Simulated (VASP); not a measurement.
# MgO (Fm-3m) in VASP: further runs

MgO is run at these levels: PBEsol; tasks: vibrations by perturbation theory.

All numbers are computed with VASP 6.6.1; they aren't measurements. Logs are shortened: lines on timing, memory, paths and dates and some standing lists are left out, and cuts for length are marked.

## 1. The cell of the first run

Symmetry: Fm-3m, No. 225, cubic system. The conventional cell has a = 4.186 Å, b = 4.186 Å, c = 4.186 Å, α = 90.00°, β = 90.00°, γ = 90.00°. Within 2.8 Å of Mg (site symmetry m-3m) lie 6 O at 2.09 Å. Within 2.8 Å of O (site symmetry m-3m) lie 6 Mg at 2.09 Å.

## 2. Vibrations by perturbation theory, PBEsol (volume scaled by 0.980)

Input file INCAR:

```
SYSTEM = MgO
PREC = Accurate
ENCUT = 520
EDIFF = 1E-8
ISMEAR = 0
SIGMA = 0.01
LREAL = .FALSE.
LASPH = .TRUE.
NELM = 60
ALGO = Normal
ISIF = 2
LWAVE = .FALSE.
LCHARG = .TRUE.
GGA = PS
NBANDS = 11
IBRION = 8
NSW = 1
```

Input file KPOINTS:

```
regular mesh
0
G
  8 8 8
  0 0 0
```

Input file POSCAR:

```
MgO
1.0
    0.0000000000      2.0929978364      2.0929978364
    2.0929978364      0.0000000000      2.0929978364
    2.0929978364      2.0929978364      0.0000000000
Mg O
1 1
Direct
    0.0000000000      0.0000000000      0.0000000000
    0.5000000000      0.5000000000      0.5000000000
```

Potentials or basis: VASP PAW PBE potentials, release 64 (Mg, O).

Started as:

```
> cat potpaw_PBE.64/Mg/POTCAR potpaw_PBE.64/O/POTCAR > POTCAR
> mpirun -np 1 vasp_std > vasp.out
```

OUTCAR:

```text
SYSTEM = MgO
   PREC = Accurate
   ENCUT = 520
   EDIFF = 1E-8
   ISMEAR = 0
   LREAL = .FALSE.
   LASPH = .TRUE.
   NELM = 60
   ISIF = 2
   GGA = PS
   IBRION = 8
   NSW = 1

 ion  position               nearest neighbor table
   1  0.000  0.000  0.000-   2 2.09   2 2.09   2 2.09   2 2.09   2 2.09   2 2.09
   2  0.500  0.500  0.500-   1 2.09   1 2.09   1 2.09   1 2.09   1 2.09   1 2.09

  LATTYP: Found a face centered cubic cell.
 ALAT       =     4.1859956728

  Lattice vectors:

 A1 = (   0.0000000000,   2.0929978364,   2.0929978364)
 A2 = (   2.0929978364,   0.0000000000,   2.0929978364)
 A3 = (   2.0929978364,   2.0929978364,   0.0000000000)

Analysis of symmetry for initial positions (statically):
=====================================================================
 Subroutine PRICEL returns:
 Original cell was already a primitive cell.

 Routine SETGRP: Setting up the symmetry group for a
 face centered cubic supercell.

 Subroutine GETGRP returns: Found 48 space group operations
 (whereof 48 operations were pure point group operations)
 out of a pool of 48 trial point group operations.

The static configuration has the point symmetry O_h .

Analysis of symmetry for dynamics (positions and initial velocities):
=====================================================================
 Subroutine PRICEL returns:
 Original cell was already a primitive cell.

 Routine SETGRP: Setting up the symmetry group for a
 face centered cubic supercell.

 Subroutine GETGRP returns: Found 48 space group operations
 (whereof 48 operations were pure point group operations)
 out of a pool of 48 trial point group operations.

The dynamic configuration has the point symmetry O_h .

 Subroutine INISYM returns: Found 48 space group operations
 (whereof 48 operations are pure point group operations),
 and found     1 'primitive' translations

----------------------------------------------------------------------------------------

                                     Primitive cell

  volume of cell :      18.3373

  direct lattice vectors                    reciprocal lattice vectors
     0.000000000  2.092997836  2.092997836    -0.238891790  0.238891790  0.238891790
     2.092997836  0.000000000  2.092997836     0.238891790 -0.238891790  0.238891790
     2.092997836  2.092997836  0.000000000     0.238891790  0.238891790 -0.238891790

  length of vectors
     2.959945926  2.959945926  2.959945926     0.413772718  0.413772718  0.413772718

  position of ions in fractional coordinates (direct lattice)
     0.000000000  0.000000000  0.000000000
     0.500000000  0.500000000  0.500000000

  ion indices of the primitive-cell ions
   primitive index   ion index
                 1           1
                 2           2

----------------------------------------------------------------------------------------

 KPOINTS: regular mesh

Automatic generation of k-mesh.
 Grid dimensions read from file:
 generate k-points for:    8    8    8

 Generating k-lattice:

  Cartesian coordinates                     Fractional coordinates (reciprocal lattice)
    -0.029861474  0.029861474  0.029861474     0.125000000  0.000000000  0.000000000
     0.029861474 -0.029861474  0.029861474     0.000000000  0.125000000  0.000000000
     0.029861474  0.029861474 -0.029861474     0.000000000  0.000000000  0.125000000

  Length of vectors
     0.051721590  0.051721590  0.051721590

  Shift w.r.t. Gamma in fractional coordinates (k-lattice)
     0.000000000  0.000000000  0.000000000
[... 82 lines left out ...]
 non-spin polarized calculation
 Gauss-broadening in eV      SIGMA  =   0.01
  energy-cutoff  :      520.00
  volume of cell :       18.34
 maximum number of plane-waves:       531
 NGX is ok and might be reduce to    24
   NGX = 11   NGY = 11   NGZ = 11

--------------------------------------- Ionic step        1  -------------------------------------------

 number of electron       8.0000003 magnetization

 Free energy of the ion-electron system (eV)
  ---------------------------------------------------
  ext. energy  EPLUGINS =         0.00000000
  ---------------------------------------------------
  free energy    TOTEN  =       -12.50930949 eV

  energy without entropy =      -12.50930949  energy(sigma->0) =      -12.50930949

 E-fermi :   3.3133     XC(G=0): -11.4008

 val. band max:        3.2085100288   @ k =   0.0000   0.0000   0.0000
 cond. band min:       8.0247580740   @ k =   0.0000   0.0000   0.0000
 fundamental gap:      4.8162480452
 Fermi energy:         3.3133113240

 k-point     1 :       0.0000    0.0000    0.0000
  band No.  band energies     occupation
      1     -14.0952      2.00000
      2       3.2085      2.00000
      3       3.2085      2.00000
      4       3.2085      2.00000
      5       8.0248      0.00000
      6      18.9434      0.00000
      7      18.9434      0.00000
      8      18.9434      0.00000
      9      22.8354      0.00000
     10      24.7410      0.00000
     11      24.7410      0.00000
[... 309 lines left out ...]
 k-point    24 :      -0.3750    0.2500    0.1250
  band No.  band energies     occupation
      1     -12.5727      2.00000
      2      -0.9237      2.00000
      3       1.1981      2.00000
      4       2.1818      2.00000
      5      12.8701      0.00000
      6      15.4629      0.00000
      7      16.7890      0.00000
      8      20.2068      0.00000
      9      23.8034      0.00000
     10      25.3841      0.00000
     11      29.5296      0.00000

 [... further k-points ...]

------------------------ aborting loop because EDIFF is reached ----------------------------------------

  FORCE on cell =-STRESS in cart. coord.  units (eV):
  Direction    XX          YY          ZZ          XY          YZ          ZX
  --------------------------------------------------------------------------------------
  -------------------------------------------------------------------------------------
  Total        0.3239615      0.3239615      0.3239615     -0.0000000      0.0000000      0.0000000
  in kB       28.3052933     28.3052933     28.3052933     -0.0000000      0.0000000      0.0000000
  external PRESSURE =      28.3052933 kB  Pullay stress =       0.0000000 kB

 VOLUME and BASIS-vectors are now :
 -----------------------------------------------------------------------------
  energy-cutoff  :      520.00
  volume of cell :       18.34
      direct lattice vectors                 reciprocal lattice vectors
     0.000000000  2.092997836  2.092997836    -0.238891790  0.238891790  0.238891790
     2.092997836  0.000000000  2.092997836     0.238891790 -0.238891790  0.238891790
     2.092997836  2.092997836  0.000000000     0.238891790  0.238891790 -0.238891790

 POSITION                                       TOTAL-FORCE (eV/Angst)
 -----------------------------------------------------------------------------------
      0.00000      0.00000      0.00000         0.000000      0.000000      0.000000
      2.09300      2.09300      2.09300        -0.000000     -0.000000     -0.000000
 -----------------------------------------------------------------------------------
    total drift:                               -0.000000     -0.000000      0.000000

  FREE ENERGIE OF THE ION-ELECTRON SYSTEM (eV)
  ---------------------------------------------------
  free  energy   TOTEN  =       -12.5093094906 eV

  energy  without entropy=      -12.5093094906  energy(sigma->0) =      -12.50930949

[... ionic steps 2 to 3 ...]

--------------------------------------- Ionic step        4  -------------------------------------------

------------------------ aborting loop because EDIFF is reached ----------------------------------------

[... ionic steps 5 to 6 ...]

--------------------------------------- Ionic step        7  -------------------------------------------

 Free energy of the ion-electron system (eV)
  ---------------------------------------------------
  ---------------------------------------------------
  free energy    TOTEN  =        -0.35748373 eV

  energy without entropy =       -0.35748373

------------------------ aborting loop because EDIFF is reached ----------------------------------------

 INTERNAL STRAIN TENSOR  FOR ION    2  DIRECTION 1   (eV/Angst):
 -----------------------------------------------------------------------------
    -0.00542 -0.00000  0.00000
     0.00000  0.00705 -0.00000
     0.00000 -0.00000  0.00705

 INTERNAL STRAIN TENSOR FOR ION    2 for displacements in x,y,z  (eV/Angst):
          X           Y           Z          XY          YZ          ZX
  --------------------------------------------------------------------------------
  x     0.00000     0.00000     0.00000     0.00000     0.00000     0.00000
  y     0.00000     0.00000     0.00000     0.00000     0.00000     0.00000
  z     0.00000     0.00000     0.00000     0.00000     0.00000     0.00000

 SECOND DERIVATIVES (NOT SYMMETRIZED)
 ------------------------------------
               1X          1Y          1Z          2X          2Y          2Z
  1X    -5.926975    0.000000    0.000000    5.926975    0.000000    0.000000
  1Y     0.000000   -5.926975    0.000000    0.000000    5.926975    0.000000
  1Z     0.000000    0.000000   -5.926975    0.000000    0.000000    5.926975
  2X     5.939980    0.000000    0.000000   -5.939980    0.000000    0.000000
  2Y     0.000000    5.939980    0.000000    0.000000   -5.939980    0.000000
  2Z     0.000000    0.000000    5.939980    0.000000    0.000000   -5.939980

 Eigenvectors and eigenvalues of the dynamical matrix
 ----------------------------------------------------

   1 f  =   12.261007 THz    77.038177 2PiTHz  408.983157 cm-1    50.707426 meV
             X         Y         Z           dx          dy          dz
      0.000000  0.000000  0.000000     0.000000    0.629642    0.000000
      2.092998  2.092998  2.092998     0.000000   -0.776886    0.000000
[... 21 lines left out ...]
   6 f/i=    0.006573 THz     0.041298 2PiTHz    0.219243 cm-1     0.027183 meV
             X         Y         Z           dx          dy          dz
      0.000000  0.000000  0.000000     0.000000    0.000000    0.776886
      2.092998  2.092998  2.092998     0.000000    0.000000    0.629642

--------------------------------------------------------------------------------------------------------

 ELASTIC MODULI CONTR FROM IONIC RELAXATION (kBar)
 Direction    XX          YY          ZZ          XY          YZ          ZX
 --------------------------------------------------------------------------------
 XX           0.0000      0.0000      0.0000      0.0000      0.0000      0.0000
 YY           0.0000      0.0000      0.0000      0.0000      0.0000      0.0000
 ZZ           0.0000      0.0000      0.0000      0.0000      0.0000      0.0000
 XY           0.0000      0.0000      0.0000      0.0000      0.0000      0.0000
 YZ           0.0000      0.0000      0.0000      0.0000      0.0000      0.0000
 ZX           0.0000      0.0000      0.0000      0.0000      0.0000      0.0000
 --------------------------------------------------------------------------------
```

It took 20 s on 1 thread of Intel Xeon 6975P-C (Granite Rapids), shared host; peak memory 0.17 GiB.

Results:

* Highest phonon frequency at Γ, LO-TO splitting left out: 409 cm⁻¹

Phonon frequencies in cm⁻¹ (negative: imaginary):
```tsv
q point	frequencies
(0.000, 0.000, 0.000)	0 0 0 409 409 409
```

Caveat: the cell differs from its parent crystal (volume scaled by 0.980); the cell wasn't relaxed at this level first, which shifts response properties; the PAW data sets were made with another functional, which shifts forces and pressure a little.

## 3. Vibrations by perturbation theory, PBEsol

This run uses another cell than the first one, of 9.36 Å³/atom, 1.020 times its volume.

Input file INCAR:

```
ALGO     = Normal         # electronic algorithm
EDIFF    = 1E-8           # SCF threshold, eV
ENCUT    = 520            # plane-wave cutoff, eV
GGA      = PS             # functional
IBRION   = 8              # ionic algorithm
ISIF     = 2              # what is computed and relaxed
ISMEAR   = 0              # smearing method
LASPH    = T              # aspherical terms in the spheres
LCHARG   = F              # write CHGCAR
LREAL    = F              # projectors in reciprocal space
LWAVE    = F              # write WAVECAR
NELM     = 60             # most SCF steps
NSW      = 1              # ionic steps
PREC     = Accurate       # precision mode
SIGMA    = 0.01           # smearing width, eV
```

Input file KPOINTS:

```
k-points
0
Gamma
  8 8 8
```

Input file POSCAR:

```
MgO
1.0
    0.0000000000      2.1071401427      2.1071401427
    2.1071401427      0.0000000000      2.1071401427
    2.1071401427      2.1071401427      0.0000000000
Mg O
1 1
Direct
    0.0000000000      0.0000000000      0.0000000000
    0.5000000000      0.5000000000      0.5000000000
```

Potentials or basis: VASP PAW PBE potentials, release 64 (Mg, O).

Started as:

```
> cat potpaw_PBE.64/Mg/POTCAR potpaw_PBE.64/O/POTCAR > POTCAR
> mpirun -np 1 vasp_std > vasp.out
```

OUTCAR:

```text
EDIFF = 1E-8
   ENCUT = 520
   GGA = PS
   IBRION = 8
   ISIF = 2
   ISMEAR = 0
   LASPH = T
   LREAL = F
   NELM = 60
   NSW = 1
   PREC = Accurate

 ion  position               nearest neighbor table
   1  0.000  0.000  0.000-   2 2.11   2 2.11   2 2.11   2 2.11   2 2.11   2 2.11
   2  0.500  0.500  0.500-   1 2.11   1 2.11   1 2.11   1 2.11   1 2.11   1 2.11

  LATTYP: Found a face centered cubic cell.
 ALAT       =     4.2142802854

  Lattice vectors:

 A1 = (   0.0000000000,   2.1071401427,   2.1071401427)
 A2 = (   2.1071401427,   0.0000000000,   2.1071401427)
 A3 = (   2.1071401427,   2.1071401427,   0.0000000000)

Analysis of symmetry for initial positions (statically):
=====================================================================
 Subroutine PRICEL returns:
 Original cell was already a primitive cell.

 Routine SETGRP: Setting up the symmetry group for a
 face centered cubic supercell.

 Subroutine GETGRP returns: Found 48 space group operations
 (whereof 48 operations were pure point group operations)
 out of a pool of 48 trial point group operations.

The static configuration has the point symmetry O_h .

Analysis of symmetry for dynamics (positions and initial velocities):
=====================================================================
 Subroutine PRICEL returns:
 Original cell was already a primitive cell.

 Routine SETGRP: Setting up the symmetry group for a
 face centered cubic supercell.

[... 450 lines left out ...]
      2.10714      2.10714      2.10714         0.000000      0.000000      0.000000
 -----------------------------------------------------------------------------------
    total drift:                               -0.000000     -0.000000      0.000000

  FREE ENERGIE OF THE ION-ELECTRON SYSTEM (eV)
  ---------------------------------------------------
  free  energy   TOTEN  =       -12.5124370119 eV

  energy  without entropy=      -12.5124370119  energy(sigma->0) =      -12.51243701

[... ionic steps 2 to 3 ...]

--------------------------------------- Ionic step        4  -------------------------------------------

------------------------ aborting loop because EDIFF is reached ----------------------------------------

[... ionic steps 5 to 6 ...]

--------------------------------------- Ionic step        7  -------------------------------------------

 Free energy of the ion-electron system (eV)
  ---------------------------------------------------
  ---------------------------------------------------
  free energy    TOTEN  =        -0.35754065 eV

  energy without entropy =       -0.35754065

------------------------ aborting loop because EDIFF is reached ----------------------------------------

 INTERNAL STRAIN TENSOR  FOR ION    2  DIRECTION 1   (eV/Angst):
 -----------------------------------------------------------------------------
    -0.00538 -0.00000 -0.00000
    -0.00000  0.00708 -0.00000
     0.00000 -0.00000  0.00708

 INTERNAL STRAIN TENSOR FOR ION    2 for displacements in x,y,z  (eV/Angst):
          X           Y           Z          XY          YZ          ZX
  --------------------------------------------------------------------------------
  x     0.00000     0.00000     0.00000     0.00000     0.00000     0.00000
  y     0.00000     0.00000     0.00000     0.00000     0.00000     0.00000
  z     0.00000     0.00000     0.00000     0.00000     0.00000     0.00000

 SECOND DERIVATIVES (NOT SYMMETRIZED)
 ------------------------------------
               1X          1Y          1Z          2X          2Y          2Z
  1X    -5.385455    0.000000    0.000000    5.385455    0.000000    0.000000
  1Y     0.000000   -5.385455    0.000000    0.000000    5.385455    0.000000
  1Z     0.000000    0.000000   -5.385455    0.000000    0.000000    5.385455
  2X     5.409500    0.000000    0.000000   -5.409500    0.000000    0.000000
  2Y     0.000000    5.409500    0.000000    0.000000   -5.409500    0.000000
  2Z     0.000000    0.000000    5.409500    0.000000    0.000000   -5.409500

 Eigenvectors and eigenvalues of the dynamical matrix
 ----------------------------------------------------

   1 f  =   11.695471 THz    73.484812 2PiTHz  390.118923 cm-1    48.368560 meV
             X         Y         Z           dx          dy          dz
      0.000000  0.000000  0.000000     0.000000    0.629212    0.000000
      2.107140  2.107140  2.107140     0.000000   -0.777234    0.000000
[... 21 lines left out ...]
   6 f/i=    0.012740 THz     0.080049 2PiTHz    0.424965 cm-1     0.052689 meV
             X         Y         Z           dx          dy          dz
      0.000000  0.000000  0.000000     0.000000    0.000000    0.777234
      2.107140  2.107140  2.107140     0.000000    0.000000    0.629212

--------------------------------------------------------------------------------------------------------

 ELASTIC MODULI CONTR FROM IONIC RELAXATION (kBar)
 Direction    XX          YY          ZZ          XY          YZ          ZX
 --------------------------------------------------------------------------------
 XX           0.0000      0.0000      0.0000      0.0000      0.0000      0.0000
 YY           0.0000      0.0000      0.0000      0.0000      0.0000      0.0000
 ZZ           0.0000      0.0000      0.0000      0.0000      0.0000      0.0000
 XY           0.0000      0.0000      0.0000      0.0000      0.0000      0.0000
 YZ           0.0000      0.0000      0.0000      0.0000      0.0000      0.0000
 ZX           0.0000      0.0000      0.0000      0.0000      0.0000      0.0000
 --------------------------------------------------------------------------------
```

stdout:

```text
POSCAR found type information on POSCAR MgO
 POSCAR found :  2 types and       2 ions
 scaLAPACK will be used
 -----------------------------------------------------------------------------
|                                                                             |
|                                                                             |
|     You enforced a specific xc type in the INCAR file but a different       |
|     I HOPE YOU KNOW WHAT YOU ARE DOING!                                     |
|                                                                             |
 -----------------------------------------------------------------------------

 LDA part: xc-table for (Slater+PW92), standard interpolation
 POSCAR, INCAR and KPOINTS ok, starting setup
 FFT: planning ... GRIDC
 FFT: planning ... GRID_SOFT
 FFT: planning ... GRID
 WAVECAR not read
 entering main loop
 Linear response reoptimize wavefunctions to high precision
 Linear response DOF=           2
 Linear response progress:
 first order change of Fermi-energy   0.45178E-04
 force on displaced ion       1 direction 1 :  -5.385   0.000   0.000
 Linear response progress:
 first order change of Fermi-energy   0.11254E-02
 force on displaced ion       2 direction 1 :  -5.410   0.000   0.000
 Linear response finished
```

It took 17 s on 1 thread of Intel Xeon 6975P-C (Granite Rapids), shared host; peak memory 0.16 GiB.

What came out:

```yaml
Highest_phonon_frequency_at_Γ_LO-TO_splitting_left_out: 390 cm⁻¹
```

Phonon frequencies in cm⁻¹ (negative: imaginary):
```
              q point        frequencies
(0.000, 0.000, 0.000)  0 0 0 390 390 390
```

Caveat: the PAW data sets were made with another functional, which shifts forces and pressure a little.
